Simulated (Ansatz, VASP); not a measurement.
# One calculation of Ag2Au, two programs

```xyz
6
Lattice="0.0000 3.8712 3.8712 3.8712 0.0000 3.8712 3.8712 3.8712 0.0000" Properties=species:S:1:pos:R:3 pbc="T T T"
Ag    4.8390    4.8390    4.8390
Ag    4.8390    2.9034    2.9034
Ag    2.9034    2.9034    4.8390
Ag    2.9034    4.8390    2.9034
Au    0.0000    0.0000    0.0000
Au    1.9356    1.9356    1.9356
```

Alike in both runs: task relaxation of cell and atoms; functional PBE; k mesh 8 × 8 × 8; occupations gaussian, width 0.1 eV; no spin polarisation.

|  | VASP | Ansatz |
| --- | --- | --- |
| version | VASP 6.6.1 | Ansatz 0.2.0 |
| potentials or method | VASP PAW PBE potentials, release 64 (Ag, Au), cutoff 600 eV | scalar-relativistic, plane waves, PAW |
| valence electrons in the cell | 66 | 114 |

|  | VASP | Ansatz | Ansatz less VASP |
| --- | --- | --- | --- |
| gap on the k mesh at the Fermi level, each at its own relaxed structure (eV) | none | none | - |
| relaxed volume (Å³/atom) | 18.79 | 18.81 | +0.022 |
| relaxed cell length with the largest relative difference (Å) | 5.422 | 5.424 | +0.0021 |

A gap of «none» marks a metal or a gap that the smearing closes. VASP's potentials hold 66 valence electrons a cell and Ansatz's 114, so a difference there can come from the potentials and not from the codes.

Neither program's run includes spin-orbit coupling.
